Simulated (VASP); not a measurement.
# Zr (Fd-3m) in VASP: further runs

Runs on Zr. Level: PBE. Tasks: single point, relaxation of cell and atoms.

Program: VASP 6.6.1. These are calculated values, not measurements. Logs are shortened: lines on timing, memory, paths and dates and some standing lists are left out, and cuts for length are marked.

## Step 1: The cell of the first run

The structure is cubic, space group Fd-3m (No. 227). Conventional cell: a = 5.824 Å, b = 5.824 Å, c = 5.824 Å, α = 90.00°, β = 90.00°, γ = 90.00°. Within 3.3 Å of Zr (site symmetry -43m) lie 4 Zr at 2.52 Å.

## Step 2: Single point, PBE

INCAR reads:

```
SYSTEM = Zr
PREC = Accurate
ENCUT = 520
EDIFF = 1E-7
ISMEAR = -1
SIGMA = 0.05
LREAL = .FALSE.
LASPH = .TRUE.
NELM = 60
ALGO = Normal
ISIF = 2
LWAVE = .FALSE.
LCHARG = .FALSE.
GGA = PE
NBANDS = 19
```

KPOINTS reads:

```
regular mesh
0
G
  11 11 11
  0 0 0
```

POSCAR reads:

```
Zr
1.0
    0.0000000000      2.9118942693      2.9118942693
    2.9118942693      0.0000000000      2.9118942693
    2.9118942693      2.9118942693      0.0000000000
Zr
2
Direct
   -0.1250000000     -0.1250000000     -0.1250000000
    0.1250000000      0.1250000000      0.1250000000
```

Potentials or basis: VASP PAW PBE potentials, release 64 (Zr_sv).

Command:

```
$ cat potpaw_PBE.64/Zr_sv/POTCAR > POTCAR
$ mpirun -np 1 vasp_std > vasp.out
```

OUTCAR:

```text
SYSTEM = Zr
   PREC = Accurate
   ENCUT = 520
   EDIFF = 1E-7
   ISMEAR = -1
   LREAL = .FALSE.
   LASPH = .TRUE.
   NELM = 60
   ISIF = 2
   GGA = PE

 ion  position               nearest neighbor table
   1  0.875  0.875  0.875-   2 2.52   2 2.52   2 2.52   2 2.52
   2  0.125  0.125  0.125-   1 2.52   1 2.52   1 2.52   1 2.52

  LATTYP: Found a face centered cubic cell.
 ALAT       =     5.8237885386

  Lattice vectors:

 A1 = (   0.0000000000,   2.9118942693,   2.9118942693)
 A2 = (   2.9118942693,   0.0000000000,   2.9118942693)
 A3 = (   2.9118942693,   2.9118942693,   0.0000000000)

Analysis of symmetry for initial positions (statically):
=====================================================================
 Subroutine PRICEL returns:
 Original cell was already a primitive cell.

 Routine SETGRP: Setting up the symmetry group for a
 face centered cubic supercell.

 Subroutine GETGRP returns: Found 48 space group operations
 (whereof 12 operations were pure point group operations)
 out of a pool of 48 trial point group operations.

The static configuration has the point symmetry D_3d.
 The point group associated with its full space group is O_h .

Analysis of symmetry for dynamics (positions and initial velocities):
=====================================================================
 Subroutine PRICEL returns:
 Original cell was already a primitive cell.

 Routine SETGRP: Setting up the symmetry group for a
 face centered cubic supercell.

 Subroutine GETGRP returns: Found 48 space group operations
 (whereof 12 operations were pure point group operations)
 out of a pool of 48 trial point group operations.

The dynamic configuration has the point symmetry D_3d.
 The point group associated with its full space group is O_h .

 Subroutine INISYM returns: Found 48 space group operations
 (whereof 12 operations are pure point group operations),
 and found     1 'primitive' translations

----------------------------------------------------------------------------------------

                                     Primitive cell

  volume of cell :      49.3806

  direct lattice vectors                    reciprocal lattice vectors
     0.000000000  2.911894269  2.911894269    -0.171709531  0.171709531  0.171709531
     2.911894269  0.000000000  2.911894269     0.171709531 -0.171709531  0.171709531
     2.911894269  2.911894269  0.000000000     0.171709531  0.171709531 -0.171709531

  length of vectors
     4.118040368  4.118040368  4.118040368     0.297409632  0.297409632  0.297409632

  position of ions in fractional coordinates (direct lattice)
     0.875000000  0.875000000  0.875000000
     0.125000000  0.125000000  0.125000000

  ion indices of the primitive-cell ions
   primitive index   ion index
                 1           1
                 2           2

----------------------------------------------------------------------------------------

 KPOINTS: regular mesh

Automatic generation of k-mesh.
 Grid dimensions read from file:
 generate k-points for:   11   11   11

 Generating k-lattice:

  Cartesian coordinates                     Fractional coordinates (reciprocal lattice)
    -0.015609957  0.015609957  0.015609957     0.090909091  0.000000000  0.000000000
     0.015609957 -0.015609957  0.015609957     0.000000000  0.090909091  0.000000000
     0.015609957  0.015609957 -0.015609957     0.000000000  0.000000000  0.090909091

  Length of vectors
     0.027037239  0.027037239  0.027037239

  Shift w.r.t. Gamma in fractional coordinates (k-lattice)
     0.000000000  0.000000000  0.000000000

 Subroutine IBZKPT returns following result:
 ===========================================

 Found     56 irreducible k-points:

 Following reciprocal coordinates:
            Coordinates               Weight
  0.000000  0.000000  0.000000      1.000000
  0.090909  0.000000  0.000000      8.000000
  0.181818  0.000000  0.000000      8.000000
  0.272727  0.000000  0.000000      8.000000
  0.363636  0.000000  0.000000      8.000000
  0.454545  0.000000  0.000000      8.000000
[... 16 lines left out ...]
 -0.272727  0.181818  0.000000     24.000000
 -0.181818  0.181818  0.000000     12.000000
 [... further k-points ...]
   k-points           NKPTS =     56   k-points in BZ     NKDIM =     56   number of bands    NBANDS=     19
   number of dos      NEDOS =    301   number of ions     NIONS =      2
   total plane-waves  NPLWV =  32768
   dimension x,y,z NGX =    32 NGY =   32 NGZ =   32
   dimension x,y,z NGXF=    64 NGYF=   64 NGZF=   64
   ions per type =               2
   NGX,Y,Z   is equivalent  to a cutoff of  12.92, 12.92, 12.92 a.u.
   NGXF,Y,Z  is equivalent  to a cutoff of  25.84, 25.84, 25.84 a.u.
 SYSTEM =  Zr
   PREC   = accura    normal or accurate (medium, high low for compatibility)
   ISTART =      0    job   : 0-new  1-cont  2-samecut
   ICHARG =      2    charge: 1-file 2-atom 10-const
   ISPIN  =      1    spin polarized calculation?
   LNONCOLLINEAR =      F non collinear calculations
   LSORBIT =      F    spin-orbit coupling
   LASPH  =      T    aspherical Exc in radial PAW
   ENCUT  =  520.0 eV  38.22 Ry    6.18 a.u.   7.66  7.66  7.66*2*pi/ulx,y,z
   NELM   =     60;   NELMIN=  2; NELMDL= -5     # of ELM steps
   EDIFF  = 0.1E-06   stopping-criterion for ELM
   LREAL  =      F    real-space projection
   EDIFFG = 0.1E-05   stopping-criterion for IOM
   NSW    =      0    number of steps for IOM
   IBRION =     -1    ionic relax: 0-MD 1-quasi-New 2-CG
   NFREE  =      0    steps in history (QN), initial steepest desc. (CG)
   ISIF   =      2    stress and relaxation
   ISYM   =      2    0-nonsym 1-usesym 2-fastsym
   POTIM  = 0.5000    time-step for ionic-motion
   TEBEG  =    0.0;   TEEND  =   0.0 temperature during run
   PSTRESS=    0.0 pullay stress
   NELECT =      24.0000    total number of electrons
   NUPDOWN=      -1.0000    fix difference up-down
   EMIN   =  10.00;   EMAX   =-10.00  energy-range for DOS
   EFERMI =   0.00;   METHOD = LEGACY
   ISMEAR =    -1;   SIGMA  =   0.05  broadening in eV -4-tet -1-fermi 0-gaus
   EFERMI_NEDOS =   21; number of points for ismear=-14 and -15
   IALGO  =     38    algorithm
   IMIX   =      4    mixing-type and parameters
     AMIX     =   0.40;   BMIX     =  1.00
     AMIX_MAG =   1.60;   BMIX_MAG =  1.00
  volume/ion in A,a.u.               =      24.69       166.62
  Fermi-wavevector in a.u.,A,eV,Ry     =   1.287142  2.432345 22.541226  1.656733
  Thomas-Fermi vector in A             =   2.419174
   LORBIT       =      0    0 simple, 1 ext, 2 COOP (PROOUT), +10 PAW based schemes
   GGA     = PE    functional components
[... 5 lines left out ...]
 non-spin polarized calculation
  energy-cutoff  :      520.00
  volume of cell :       49.38
 maximum number of plane-waves:      1363
   NGX = 15   NGY = 15   NGZ = 15

 number of electron      24.0000000 magnetization

 Free energy of the ion-electron system (eV)
  ---------------------------------------------------
  ext. energy  EPLUGINS =         0.00000000
  ---------------------------------------------------
  free energy    TOTEN  =       -11.85864379 eV

  energy without entropy =      -11.82145334  energy(sigma->0) =      -11.84004856

 E-fermi :   7.8293     XC(G=0): -10.4924

 val. band max:        7.8244090192   @ k =  -0.3636   0.0909   0.0000
 cond. band min:       7.8304515393   @ k =  -0.4545   0.1818   0.0909
 fundamental gap:      0.0060425201
 Fermi energy:         7.8293471911

 k-point     1 :       0.0000    0.0000    0.0000
  band No.  band energies     occupation
      1     -41.2286      2.00000
      2     -40.0562      2.00000
      3     -19.7045      2.00000
      4     -19.7045      2.00000
      5     -19.7045      2.00000
      6     -18.0621      2.00000
[... 11 lines left out ...]
     18      14.6120      0.00000
     19      14.6120      0.00000

 k-point     2 :       0.0909    0.0000    0.0000
  band No.  band energies     occupation
      1     -41.2120      2.00000
      2     -40.0752      2.00000
      3     -19.7233      2.00000
      4     -19.7233      2.00000
      5     -19.7057      2.00000
      6     -18.0579      2.00000
[... 11 lines left out ...]
     18      14.5694      0.00000
     19      14.5694      0.00000

 k-point     3 :       0.1818    0.0000    0.0000
  band No.  band energies     occupation
      1     -41.1646      2.00000
      2     -40.1293      2.00000
      3     -19.7715      2.00000
      4     -19.7715      2.00000
      5     -19.7103      2.00000
      6     -18.0447      2.00000
[... 11 lines left out ...]
     18      14.4380      0.00000
     19      14.4380      0.00000

 k-point     4 :       0.2727    0.0000    0.0000
  band No.  band energies     occupation
      1     -41.0939      2.00000
      2     -40.2087      2.00000
      3     -19.8303      2.00000
      4     -19.8303      2.00000
      5     -19.7192      2.00000
      6     -18.0233      2.00000
[... 11 lines left out ...]
     18      14.2020      0.00000
     19      14.2020      0.00000

 k-point     5 :       0.3636    0.0000    0.0000
  band No.  band energies     occupation
      1     -41.0155      2.00000
      2     -40.2950      2.00000
      3     -19.8807      2.00000
      4     -19.8807      2.00000
      5     -19.7302      2.00000
      6     -17.9998      2.00000
[... 11 lines left out ...]
     18      13.8491      0.00000
     19      13.8491      0.00000

 k-point     6 :       0.4545    0.0000    0.0000
  band No.  band energies     occupation
      1     -40.9586      2.00000
      2     -40.3567      2.00000
      3     -19.9093      2.00000
      4     -19.9093      2.00000
      5     -19.7379      2.00000
      6     -17.9841      2.00000
[... 11 lines left out ...]
     18      13.4765      0.00000
     19      13.4768      0.00000

 k-point     7 :       0.0909    0.0909    0.0000
  band No.  band energies     occupation
      1     -41.2064      2.00000
      2     -40.0817      2.00000
      3     -19.7465      2.00000
      4     -19.7465      2.00000
      5     -19.6696      2.00000
      6     -18.0976      2.00000
[... 11 lines left out ...]
     18      14.3218      0.00000
     19      14.7517      0.00000

 k-point     8 :       0.1818    0.0909    0.0000
  band No.  band energies     occupation
      1     -41.1688      2.00000
      2     -40.1245      2.00000
      3     -19.7972      2.00000
      4     -19.7959      2.00000
      5     -19.6432      2.00000
      6     -18.1205      2.00000
[... 256 lines left out ...]
 k-point    20 :       0.4545    0.1818    0.0000
  band No.  band energies     occupation
      1     -40.9335      2.00000
      2     -40.3836      2.00000
      3     -20.0566      2.00000
      4     -19.9792      2.00000
      5     -19.4346      2.00000
      6     -18.2959      2.00000
[... 11 lines left out ...]
     18      12.8636      0.00000
     19      13.9555      0.00000

 k-point    21 :      -0.4545    0.1818    0.0000
  band No.  band energies     occupation
      1     -40.8914      2.00000
      2     -40.4283      2.00000
      3     -20.0960      2.00000
      4     -19.9731      2.00000
      5     -19.4325      2.00000
      6     -18.2852      2.00000
[... 11 lines left out ...]
     18      13.1205      0.00000
     19      13.6214      0.00000

 k-point    22 :      -0.3636    0.1818    0.0000
  band No.  band energies     occupation
      1     -40.9173      2.00000
      2     -40.4009      2.00000
      3     -20.0956      2.00000
      4     -19.9389      2.00000
      5     -19.4616      2.00000
      6     -18.2538      2.00000
[... 11 lines left out ...]
     18      12.2150      0.00000
     19      14.3353      0.00000

 k-point    23 :      -0.2727    0.1818    0.0000
  band No.  band energies     occupation
      1     -40.9890      2.00000
      2     -40.3239      2.00000
      3     -20.0521      2.00000
      4     -19.8851      2.00000
      5     -19.5175      2.00000
      6     -18.2059      2.00000
[... 11 lines left out ...]
     18      12.4193      0.00000
     19      14.7376      0.00000

 k-point    24 :      -0.1818    0.1818    0.0000
  band No.  band energies     occupation
      1     -41.0670      2.00000
      2     -40.2386      2.00000
      3     -19.9709      2.00000
      4     -19.8266      2.00000
      5     -19.5891      2.00000
      6     -18.1478      2.00000
[... 11 lines left out ...]
     18      13.1264      0.00000
     19      14.8487      0.00000

 [... further k-points ...]
[... 5 lines left out ...]
  --------------------------------------------------------------------------------------
  -------------------------------------------------------------------------------------
  Total        3.4787464      3.4787464      3.4787464      0.0000000      0.0000000      0.0000000
  in kB      112.8694878    112.8694878    112.8694878      0.0000000      0.0000000      0.0000000
  external PRESSURE =     112.8694878 kB  Pullay stress =       0.0000000 kB

 VOLUME and BASIS-vectors are now :
 -----------------------------------------------------------------------------
  energy-cutoff  :      520.00
  volume of cell :       49.38
      direct lattice vectors                 reciprocal lattice vectors
     0.000000000  2.911894269  2.911894269    -0.171709531  0.171709531  0.171709531
     2.911894269  0.000000000  2.911894269     0.171709531 -0.171709531  0.171709531
     2.911894269  2.911894269  0.000000000     0.171709531  0.171709531 -0.171709531

 POSITION                                       TOTAL-FORCE (eV/Angst)
 -----------------------------------------------------------------------------------
      5.09581      5.09581      5.09581         0.000000      0.000000      0.000000
      0.72797      0.72797      0.72797        -0.000000     -0.000000     -0.000000
 -----------------------------------------------------------------------------------
    total drift:                                0.000000      0.000000     -0.000000

  FREE ENERGIE OF THE ION-ELECTRON SYSTEM (eV)
  ---------------------------------------------------
  free  energy   TOTEN  =       -11.8586437885 eV

  energy  without entropy=      -11.8214533366  energy(sigma->0) =      -11.84004856
```

It took 30 s on 1 thread of AMD EPYC 9R45 (Zen 5), shared host; peak memory 0.15 GiB.

Results:

```
Free energy            : -11.8586 eV
Pressure               : 11.3 GPa
Band gap on the k mesh : zero (band 12 reaches 8.11 eV, above the bottom of band 13 at 7.49 eV)
```

## Step 3: Single point, PBE

INCAR reads:

```
ALGO = Normal
EDIFF = 1E-7
ENCUT = 520
GGA = PE
ISIF = 2
ISMEAR = -1
LASPH = True
LCHARG = False
LREAL = False
LWAVE = False
NBANDS = 19
NELM = 80
PREC = Accurate
SIGMA = 0.05
```

KPOINTS reads:

```
k-points
0
Gamma
  11 11 11
```

POSCAR is that of step 2.

Potentials or basis: VASP PAW PBE potentials, release 64 (Zr_sv).

Command:

```
$ cat potpaw_PBE.64/Zr_sv/POTCAR > POTCAR
$ mpirun -np 1 vasp_std > vasp.out
```

Run time: 28 s. Hardware: 1 thread of AMD EPYC 9R45 (Zen 5), shared host; peak memory 0.16 GiB.

The run converged. Its results:

* Free energy: -11.8586 eV
* Pressure: 11.3 GPa
* Band gap on the k mesh: zero (band 12 reaches 8.11 eV, above the bottom of band 13 at 7.49 eV)

Levels at points of the mesh, in eV from the Fermi level:
```tsv
k point	band 10	band 11	band 12	band 13	band 14	band 15
(0.00, 0.00, 0.00)	-1.44	-1.44	-0.01	-0.01	-0.01	2.61
```

## Step 4: Relaxation of cell and atoms, PBE, target pressure 11 GPa, at which the enthalpy is minimised

INCAR reads:

```
PREC = Accurate
ENCUT = 600
EDIFF = 1E-6
ISMEAR = -1
SIGMA = 0.05
LREAL = F
LASPH = T
NELM = 80
ALGO = Normal
ISIF = 3
LWAVE = F
LCHARG = F
GGA = PE
IBRION = 2
NSW = 32
EDIFFG = -0.005
PSTRESS = 110.0
```

KPOINTS reads:

```
Automatic mesh
0
Gamma
  11 11 11
```

POSCAR is that of step 3.

Command:

```
$ cat potpaw_PBE.64/Zr_sv/POTCAR > POTCAR
$ mpirun -np 1 vasp_std > vasp.out
```

Run time: 1.9 min. Hardware: 1 thread of AMD EPYC 9R45 (Zen 5), shared host; peak memory 0.21 GiB.

It converged, with:

```yaml
Free_energy: -11.8738 eV
Relaxed_volume: 24.80 Å³/atom
Relaxed_cell: a = 4.124 Å, b = 4.124 Å, c = 4.124 Å, α = 60.00°, β = 60.00°, γ = 60.00°
Space_group_after_relaxing_to_0.05_Å: Fd-3m (No. 227)
Energy_change_on_relaxing_the_enthalpy_is_what_falls: -7.5 meV/atom
Ionic_steps: 3
Pressure_after_relaxing: 11.0 GPa
Band_gap_on_the_k_mesh: zero (band 12 reaches 8.05 eV, above the bottom of band 13 at 7.44 eV)
```

Step by step:
```
step  energy change (eV)  largest force (eV/Å)  pressure (GPa)  volume (Å³)
   1              0.0000                0.0000           11.25        49.38
   2             -0.0194                0.0000           10.90        49.66
   3             -0.0149                0.0000           10.98        49.60
```

Final structure:
```cif
data_structure
_symmetry_space_group_name_H-M 'P 1'
_symmetry_Int_Tables_number 1
_cell_length_a 4.1240
_cell_length_b 4.1240
_cell_length_c 4.1240
_cell_angle_alpha 60.000
_cell_angle_beta 60.000
_cell_angle_gamma 60.000
_cell_volume 49.60
loop_
_atom_site_label
_atom_site_type_symbol
_atom_site_fract_x
_atom_site_fract_y
_atom_site_fract_z
_atom_site_occupancy
Zr1 Zr 0.87500 0.87500 0.87500 1
Zr2 Zr 0.12500 0.12500 0.12500 1
```

Levels at points of the mesh, in eV from the Fermi level:
| k point | band 10 | band 11 | band 12 | band 13 | band 14 | band 15 |
| --- | --- | --- | --- | --- | --- | --- |
| (0.00, 0.00, 0.00) | -1.42 | -1.42 | -0.01 | -0.01 | -0.01 | 2.60 |

Caveat: the cell is relaxed towards a set pressure, so the enthalpy falls and the energy may rise.
